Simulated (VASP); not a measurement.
# FeNi (P4/mmm) in VASP: vibrations by perturbation theory with PBEsol

Aim: the vibrations by perturbation theory of FeNi with PBEsol.

Everything below comes from runs of VASP 6.6.1. Logs are shortened: lines on timing, memory, paths and dates and some standing lists are left out, and cuts for length are marked.

## 1. The cell of the first run

The structure is tetragonal, space group P4/mmm (No. 123). Conventional cell: a = 2.459 Å, b = 2.459 Å, c = 3.525 Å, α = 90.00°, β = 90.00°, γ = 90.00°. Within 3.2 Å of Fe (site symmetry 4/mmm) lie 4 Fe at 2.46 Å and 8 Ni at 2.48 Å. Within 3.2 Å of Ni (site symmetry 4/mmm) lie 4 Ni at 2.46 Å and 8 Fe at 2.48 Å.

## 2. Vibrations by perturbation theory, PBEsol, collinear spin, ferromagnetic start

INCAR

```
SYSTEM = FeNi
PREC = Accurate
ENCUT = 600
EDIFF = 1E-8
ISMEAR = 0
SIGMA = 0.2
LREAL = .False.
LASPH = .True.
NELM = 200
ALGO = Normal
ISIF = 2
LWAVE = .False.
LCHARG = .False.
ISPIN = 2
MAGMOM = 2.76 0.75
LORBIT = 11
LMAXMIX = 4
GGA = PS
NBANDS = 20
IBRION = 8
NSW = 1
GGA_COMPAT = .False.
KPAR = 4
```

KPOINTS

```
regular mesh
0
Gamma
  16 16 12
  0 0 0
```

POSCAR

```
FeNi
1.0
    2.4593241878      0.0000000000      0.0000000000
    0.0000000000      2.4593241878      0.0000000000
    0.0000000000      0.0000000000      3.5249553964
Fe Ni
1 1
Direct
    0.0000000000      0.0000000000      0.0000000000
    0.5000000000      0.5000000000      0.5000000000
```

Potentials or basis: VASP PAW PBE potentials, release 64 (Fe, Ni).

Command:

```console
cat potpaw_PBE.64/Fe/POTCAR potpaw_PBE.64/Ni/POTCAR > POTCAR
mpirun -np 4 vasp_std > vasp.out
```

OUTCAR:

```text
SYSTEM = FeNi
   PREC = Accurate
   ENCUT = 600
   EDIFF = 1E-8
   ISMEAR = 0
   LREAL = .False.
   LASPH = .True.
   NELM = 200
   ISIF = 2
   ISPIN = 2
   LORBIT = 11
   GGA = PS
   IBRION = 8
   NSW = 1

 ion  position               nearest neighbor table
   1  0.000  0.000  0.000-   2 2.48   2 2.48   2 2.48   2 2.48   2 2.48   2 2.48   2 2.48   2 2.48

   2  0.500  0.500  0.500-   1 2.48   1 2.48   1 2.48   1 2.48   1 2.48   1 2.48   1 2.48   1 2.48

  LATTYP: Found a simple tetragonal cell.
 ALAT       =     2.4593241878
 C/A-ratio  =     1.4333024552

  Lattice vectors:

 A1 = (   2.4593241878,   0.0000000000,   0.0000000000)
 A2 = (   0.0000000000,   2.4593241878,   0.0000000000)
 A3 = (   0.0000000000,   0.0000000000,   3.5249553964)

Analysis of symmetry for initial positions (statically):
=====================================================================
 Subroutine PRICEL returns:
 Original cell was already a primitive cell.

 Routine SETGRP: Setting up the symmetry group for a
 simple tetragonal supercell.

 Subroutine GETGRP returns: Found 16 space group operations
 (whereof 16 operations were pure point group operations)
 out of a pool of 16 trial point group operations.

The static configuration has the point symmetry D_4h.

Analysis of symmetry for dynamics (positions and initial velocities):
=====================================================================
 Subroutine PRICEL returns:
 Original cell was already a primitive cell.

 Routine SETGRP: Setting up the symmetry group for a
 simple tetragonal supercell.

 Subroutine GETGRP returns: Found 16 space group operations
 (whereof 16 operations were pure point group operations)
 out of a pool of 16 trial point group operations.

The dynamic configuration has the point symmetry D_4h.

Analysis of structural, dynamic, and magnetic symmetry:
=====================================================================
 Subroutine PRICEL returns:
 Original cell was already a primitive cell.

 Routine SETGRP: Setting up the symmetry group for a
 simple tetragonal supercell.

 Subroutine GETGRP returns: Found 16 space group operations
 (whereof 16 operations were pure point group operations)
 out of a pool of 16 trial point group operations.

The overall configuration has the point symmetry D_4h.

 Subroutine INISYM returns: Found 16 space group operations
 (whereof 16 operations are pure point group operations),
 and found     1 'primitive' translations

----------------------------------------------------------------------------------------

                                     Primitive cell

  volume of cell :      21.3199

  direct lattice vectors                    reciprocal lattice vectors
     2.459324188  0.000000000  0.000000000     0.406615771  0.000000000  0.000000000
     0.000000000  2.459324188  0.000000000     0.000000000  0.406615771  0.000000000
     0.000000000  0.000000000  3.524955396     0.000000000  0.000000000  0.283691533

  length of vectors
     2.459324188  2.459324188  3.524955396     0.406615771  0.406615771  0.283691533

  position of ions in fractional coordinates (direct lattice)
[... 8 lines left out ...]
----------------------------------------------------------------------------------------

 KPOINTS: regular mesh

Automatic generation of k-mesh.
 Grid dimensions read from file:
 generate k-points for:   16   16   12

 Generating k-lattice:

  Cartesian coordinates                     Fractional coordinates (reciprocal lattice)
     0.025413486  0.000000000  0.000000000     0.062500000  0.000000000  0.000000000
[... 99 lines left out ...]

 number of electron      18.0000003 magnetization       3.1267794

 Free energy of the ion-electron system (eV)
  ---------------------------------------------------
  ext. energy  EPLUGINS =         0.00000000
  ---------------------------------------------------
  free energy    TOTEN  =       -15.17217232 eV

  energy without entropy =      -15.14708396  energy(sigma->0) =      -15.15962814

 E-fermi :   8.0442     XC(G=0): -13.5945

 val. band max:        8.0424171608   @ k =   0.4375   0.4375   0.0000
 cond. band min:       8.0445045540   @ k =   0.5000   0.1875   0.2500
 fundamental gap:      0.0020873931
 Fermi energy:         8.0441913090

 spin component 1

 k-point     1 :       0.0000    0.0000    0.0000
  band No.  band energies     occupation
      1      -1.1628      1.00000
      2       2.6856      1.00000
      3       3.4039      1.00000
      4       5.3838      1.00000
      5       5.4446      1.00000
      6       5.4446      1.00000
[... 541 lines left out ...]
     19      36.0875      0.00000
     20      36.3661      0.00000

 [... further k-points ...]

 spin component 2

 k-point     1 :       0.0000    0.0000    0.0000
  band No.  band energies     occupation
      1      -1.0123      1.00000
      2       3.7454      1.00000
      3       4.4921      1.00000
      4       6.6069      1.00000
      5       6.6069      1.00000
      6       6.9388      1.00000
[... 544 lines left out ...]
 [... further k-points ...]
[... 5 lines left out ...]
  --------------------------------------------------------------------------------------
  -------------------------------------------------------------------------------------
  Total        0.2564002      0.2564002      0.2655089      0.0000000      0.0000000      0.0000000
  in kB       19.2683136     19.2683136     19.9528279      0.0000000      0.0000000      0.0000000
  external PRESSURE =      19.4964851 kB  Pullay stress =       0.0000000 kB

 VOLUME and BASIS-vectors are now :
 -----------------------------------------------------------------------------
  energy-cutoff  :      600.00
  volume of cell :       21.32
      direct lattice vectors                 reciprocal lattice vectors
     2.459324188  0.000000000  0.000000000     0.406615771  0.000000000  0.000000000
     0.000000000  2.459324188  0.000000000     0.000000000  0.406615771  0.000000000
     0.000000000  0.000000000  3.524955396     0.000000000  0.000000000  0.283691533

 POSITION                                       TOTAL-FORCE (eV/Angst)
 -----------------------------------------------------------------------------------
      0.00000      0.00000      0.00000         0.000000      0.000000      0.000000
      1.22966      1.22966      1.76248         0.000000      0.000000      0.000000
 -----------------------------------------------------------------------------------
    total drift:                               -0.000000      0.000000      0.000000

  FREE ENERGIE OF THE ION-ELECTRON SYSTEM (eV)
  ---------------------------------------------------
  free  energy   TOTEN  =       -15.1721723185 eV

  energy  without entropy=      -15.1470839617  energy(sigma->0) =      -15.15962814

[... ionic steps 2 to 3 ...]

--------------------------------------- Ionic step        4  -------------------------------------------

------------------------ aborting loop because EDIFF is reached ----------------------------------------
[... 11 lines left out ...]
[... ionic steps 8 to 8 ...]

--------------------------------------- Ionic step        9  -------------------------------------------

 Free energy of the ion-electron system (eV)
  ---------------------------------------------------
  ---------------------------------------------------
  free energy    TOTEN  =        -0.19055912 eV

  energy without entropy =       -0.19055913

------------------------ aborting loop because EDIFF is reached ----------------------------------------

 INTERNAL STRAIN TENSOR  FOR ION    2  DIRECTION 3   (eV/Angst):
 -----------------------------------------------------------------------------
    -0.00057  0.00000 -0.00000
     0.00000 -0.00057  0.00000
    -0.00000  0.00000 -0.01529

 INTERNAL STRAIN TENSOR FOR ION    2 for displacements in x,y,z  (eV/Angst):
          X           Y           Z          XY          YZ          ZX
  --------------------------------------------------------------------------------
  x     0.00000     0.00000     0.00000     0.00000     0.00000     0.00000
  y     0.00000     0.00000     0.00000     0.00000     0.00000     0.00000
  z     0.00000     0.00000     0.00000     0.00000     0.00000     0.00000

 SECOND DERIVATIVES (NOT SYMMETRIZED)
 ------------------------------------
               1X          1Y          1Z          2X          2Y          2Z
  1X    -4.876558    0.000000    0.000000    4.876558    0.000000    0.000000
  1Y     0.000000   -4.876558    0.000000    0.000000    4.876558    0.000000
  1Z     0.000000    0.000000   -9.748482   -0.000000    0.000000    9.748482
  2X     4.850415    0.000000    0.000000   -4.850415    0.000000    0.000000
  2Y     0.000000    4.850415    0.000000    0.000000   -4.850415    0.000000
  2Z     0.000000   -0.000000    9.763087    0.000000    0.000000   -9.763087

 Eigenvectors and eigenvalues of the dynamical matrix
 ----------------------------------------------------

   1 f  =    9.127855 THz    57.352007 2PiTHz  304.472481 cm-1    37.749759 meV
             X         Y         Z           dx          dy          dz
      0.000000  0.000000  0.000000     0.000000    0.000000    0.715567
      1.229662  1.229662  1.762478    -0.000000   -0.000000   -0.698544
[... 21 lines left out ...]
   6 f/i=    0.008658 THz     0.054399 2PiTHz    0.288798 cm-1     0.035806 meV
             X         Y         Z           dx          dy          dz
      0.000000  0.000000  0.000000    -0.023147    0.696929    0.000000
      1.229662  1.229662  1.762478    -0.023792    0.716371    0.000000

--------------------------------------------------------------------------------------------------------

 ELASTIC MODULI CONTR FROM IONIC RELAXATION (kBar)
 Direction    XX          YY          ZZ          XY          YZ          ZX
 --------------------------------------------------------------------------------
 XX           0.0000      0.0000      0.0000      0.0000      0.0000      0.0000
 YY           0.0000      0.0000      0.0000      0.0000      0.0000      0.0000
 ZZ           0.0000      0.0000      0.0000      0.0000      0.0000      0.0000
 XY           0.0000      0.0000      0.0000      0.0000      0.0000      0.0000
 YZ           0.0000      0.0000      0.0000      0.0000      0.0000      0.0000
 ZX           0.0000      0.0000      0.0000      0.0000      0.0000      0.0000
 --------------------------------------------------------------------------------

 total charge

# of ion       s       p       d       tot
------------------------------------------
    1        0.499   0.553   6.240   7.292
    2        0.542   0.587   8.334   9.464
--------------------------------------------------
tot          1.041   1.140  14.575  16.755

 magnetization (x)

# of ion       s       p       d       tot
------------------------------------------
    1       -0.001  -0.019   2.523   2.502
    2       -0.027  -0.061   0.697   0.609
--------------------------------------------------
tot         -0.028  -0.080   3.220   3.111
```

Run time: 6.4 min. Hardware: 4 MPI ranks of AMD EPYC 9R45 (Zen 5), shared host; peak memory 1.1 GiB.

What came out:

```
Net moment                                              : 3.13 μB per cell
Site moments                                            : Fe +2.50; Ni +0.61 μB
Valence electrons inside the program's atomic spheres   : Fe 7.29; Ni 9.46
Highest phonon frequency at Γ, LO-TO splitting left out : 304 cm⁻¹
```

Phonon frequencies in cm⁻¹ (negative: imaginary):
| q point | frequencies |
| --- | --- |
| (0.000, 0.000, 0.000) | 0 0 0 215 215 304 |

Caveat: the cell wasn't relaxed at this level first, which shifts response properties; the PAW data sets were made with another functional, which shifts forces and pressure a little.
